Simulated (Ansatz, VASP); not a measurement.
BN in VASP and in Ansatz

```
CELL_PARAMETERS angstrom
0.00000 1.83345 1.83345
1.83345 0.00000 1.83345
1.83345 1.83345 0.00000
ATOMIC_POSITIONS crystal
B 0.00000 0.00000 0.00000
N 0.25000 0.25000 0.25000
```

Alike in both runs: task single point; functional HSE06; k mesh 6 × 6 × 6; occupations gaussian, width 0.02 eV; no spin polarisation.

```csv
,VASP,Ansatz
version,VASP 6.6.1,Ansatz 0.2.0
potentials or method,"VASP PAW PBE potentials, release 64 (B, N), cutoff 520 eV","scalar-relativistic, plane waves, PAW"
valence electrons in the cell,8,8
```

|  | VASP | Ansatz | Ansatz less VASP |
| --- | --- | --- | --- |
| gap on the k mesh at the Fermi level (eV) | 5.72 | 5.73 | +0.013 |
| least direct gap on the mesh (eV) | 10.33 | 10.35 | +0.015 |
| pressure (GPa) | -20.8 | -21.2 | -0.34 |

Ansatz's warnings: stress exchange threshold loose, stress scf threshold loose.

The k mesh is coarse, so the values compare programs but aren't converged.
